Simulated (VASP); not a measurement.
La2Zr2O:

```
CELL_PARAMETERS angstrom
4.30075 0.00000 0.00000
0.00000 4.30075 0.00000
0.00000 0.00000 6.22478
ATOMIC_POSITIONS crystal
La 0.00000 0.50000 0.00000
La 0.50000 0.00000 0.00000
Zr 0.50000 0.50000 0.68403
Zr 0.50000 0.50000 0.31597
O 0.50000 0.50000 0.00000
```

* Program: VASP 6.6.1
* Task: relaxation of cell and atoms
* Functional: PBE
* Potentials or basis: VASP PAW PBE potentials, release 64 (La, Zr_sv, O)
* Cutoff: 600 eV
* k mesh: 4 × 4 × 4
* Occupations: gaussian, width 0.1 eV
* Spin: no spin polarisation

At the start: pressure 35.8 GPa; volume 23.03 Å³/atom.

**Question.** How do energy, volume and symmetry change on relaxing?

**Answer.** Over 10 steps the energy falls by 904.0 meV/atom and the volume is 33.60 Å³/atom (+45.9 %); space group P4/mmm (No. 123, to 0.05 Å).

Step by step:
```tsv
step	energy change (eV)	largest force (eV/Å)	pressure (GPa)	volume (Å³)
1	0.0000	3.8461	35.81	115.14
2	-2.8133	0.0412	-6.53	223.95
3	-4.4511	0.2904	-0.28	166.68
4	-4.4507	0.3094	0.02	165.52
5	-4.4849	0.3693	0.41	165.13
6	-4.4852	0.4627	0.47	165.08
7	-4.5070	0.3550	0.01	167.02
8	-4.5158	0.2403	-0.39	169.26
9	-4.5197	0.1071	0.05	167.53
10	-4.5202	0.0210	-0.07	167.98
```

Final structure:
```
La Zr O
1.0
     5.00174    0.00000    0.00000
     0.00000    5.00174    0.00000
     0.00000    0.00000    6.71437
La Zr O
2 2 1
Cartesian
  0.0000 2.5009 0.0000
  2.5009 0.0000 0.0000
  2.5009 2.5009 4.5002
  2.5009 2.5009 2.2141
  2.5009 2.5009 0.0000
```

Caveat: the k points lie up to 0.31 Å⁻¹ apart in the final cell; the volume moved by over 15 % at a fixed basis, so the end points are rough.
